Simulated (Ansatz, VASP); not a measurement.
**One calculation of GaSb, two programs**

```xyz
2
Lattice="-1.7211 2.4639 2.8256 1.7211 -2.4639 2.8256 1.7211 2.4639 -2.8256" Properties=species:S:1:pos:R:3 pbc="T T T"
Ga    0.0000    0.0000    2.8256
Sb    0.0000    0.0000    0.0000
```

Alike in both runs: functional PBE; k mesh 6 × 6 × 6; occupations gaussian, width 0.1 eV; no spin polarisation.

Ansatz relaxed the structure, and its values are those at the end. VASP's run is a single point on that final structure, the one shown.

```csv
,VASP,Ansatz
version,VASP 6.6.1,Ansatz 0.2.0
potentials or method,"VASP PAW PBE potentials, release 64 (Ga_d, Sb), cutoff 520 eV","scalar-relativistic, plane waves, PAW"
valence electrons in the cell,18,28
```

```csv
,VASP,Ansatz,Ansatz less VASP
gap on the k mesh at the Fermi level (eV),none,none,-
pressure (GPa),-0.1,-0.1,-0.04
```

A gap of «none» marks a metal or a gap that the smearing closes. The functional is the same, so the differences come from potentials, cutoffs and numerics. VASP's potentials hold 18 valence electrons a cell and Ansatz's 28, so a difference there can come from the potentials and not from the codes.

The k mesh is coarse, so the values compare programs but aren't converged. Spin-orbit coupling is off throughout.
